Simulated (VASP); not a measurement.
Crystal: PbS.

```
CELL_PARAMETERS angstrom
0.00000 2.89762 2.89762
2.89762 0.00000 2.89762
2.89762 2.89762 0.00000
ATOMIC_POSITIONS crystal
Pb 0.00000 0.00000 0.00000
S 0.50000 0.50000 0.50000
```

This cell differs from its parent crystal: strain -3.0%.

Base run:

- Program: VASP 6.6.1
- Functional: r2SCAN
- Potentials or basis: VASP PAW PBE potentials, release 64 (Pb_d, S)
- Cutoff: 520 eV
- k mesh: 8 × 8 × 8
- Occupations: fermi-dirac, width 0.02 eV
- Spin: no spin polarisation

Its results: band gap on the k mesh 0.32 eV, direct; pressure 6.4 GPa.

Problem. The run is repeated on the same cell with these changes: functional from r2SCAN to PBE; further incar settings from ALGO = Normal; EDIFF = 1e-07; NBANDS = 17 to ALGO = Normal; EDIFF = 1e-06; NBANDS = 17. What comes out?

Solution. Band gap on the k mesh 0.08 eV, direct; pressure 7.1 GPa.

Caveats: spin-orbit coupling is left out, which moves the levels of the heavy elements; the PAW data sets were made with another functional, which shifts forces and pressure a little (some runs).

A k mesh can miss the band edges.
